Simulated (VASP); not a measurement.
A run of VASP 6.6.1 is set up as follows.

Contents of INCAR:

```
PREC     = Accurate       # precision mode
ENCUT    = 520            # plane-wave cutoff, eV
EDIFF    = 1E-6           # SCF threshold, eV
ISMEAR   = 1              # smearing method
SIGMA    = 0.15           # smearing width, eV
LREAL    = F              # projectors in reciprocal space
LASPH    = T              # aspherical terms in the spheres
NELM     = 100            # most SCF steps
ALGO     = Normal         # electronic algorithm
ISIF     = 2              # what is computed and relaxed
LWAVE    = F              # write WAVECAR
LCHARG   = F              # write CHGCAR
GGA      = PS             # functional
NBANDS   = 16             # bands
```

KPOINTS

```
regular mesh
0
Gamma
  8 8 8
```

Contents of POSCAR:

```
AgO
1.0
    0.0000000000      2.3671785546      2.3671785546
    2.3671785546      0.0000000000      2.3671785546
    2.3671785546      2.3671785546      0.0000000000
Ag O
1 1
Direct
    0.0000000000      0.0000000000      0.0000000000
    0.2500000000      0.2500000000      0.2500000000
```

Potentials or basis: VASP PAW PBE potentials, release 64 (Ag, O).

Command:

```sh
$ cat potpaw_PBE.64/Ag/POTCAR potpaw_PBE.64/O/POTCAR > POTCAR
$ mpirun -np 1 vasp_std > vasp.out
```

(1) Estimate the pressure.

## Answers

(1) 19.9 GPa.

Caveat: the PAW data sets were made with another functional, which shifts forces and pressure a little; an odd number of electrons without spin polarisation forces a metal; a magnetic or distorted state may lie lower.
